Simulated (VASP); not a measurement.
# C: single point with PBEsol

Crystal: C.

```
CELL_PARAMETERS angstrom
2.16278 -1.24875 0.00000
2.16278 1.24875 0.00000
-1.40205 0.00000 3.50283
ATOMIC_POSITIONS crystal
C 0.83336 0.83336 0.00009
C 0.16664 0.16664 0.99991
```

```yaml
Program: VASP 6.6.1
Task: single point
Functional: PBEsol
Potentials_or_basis: VASP PAW PBE potentials, release 64 (C)
Cutoff: 520 eV
k_mesh: 16 × 16 × 10
Occupations: fermi-dirac, width 0.05 eV
Spin: no spin polarisation
```

- Pressure: -11.0 GPa
- Band gap on the k mesh: 0.54 eV, indirect (least direct gap 0.55 eV)

Forces on the atoms (eV/Å):
```
C    0.002  0.000 -0.002
C   -0.002  0.000  0.002
```

Stress tensor (GPa, compression positive):
```
-16.68   0.00  -0.03
  0.00 -16.76   0.00
 -0.03   0.00   0.48
```

Levels at points of the mesh, in eV from the valence-band top:
```tsv
k point	band 2	band 3	band 4	band 5	band 6	band 7
(0.00, 0.00, 0.00)	-6.30	-2.77	-2.77	4.10	8.29	8.30
(0.50, 0.00, 0.00)	-12.79	-6.04	-1.76	2.15	7.36	11.56
(0.50, 0.50, 0.00)	-12.73	-6.08	-2.33	1.56	7.06	12.76
(0.00, 0.00, 0.50)	-7.94	-2.79	-2.79	8.26	8.26	9.72
(0.50, 0.00, 0.50)	-12.73	-6.08	-2.37	1.52	7.06	12.85
(0.50, 0.50, 0.50)	-12.79	-6.04	-1.80	2.09	7.36	11.65
```

Run time: 47 s on 1 thread of Intel(R) Xeon(R) 6975P-C (Granite Rapids), with other jobs on the host, peak memory 0.21 GiB.

Caveat: the PAW data sets were made with another functional, which shifts forces and pressure a little; this functional lacks dispersion, which binds the layers, so the pressure and a relaxed spacing across them are unreliable. A k mesh can miss the band edges.
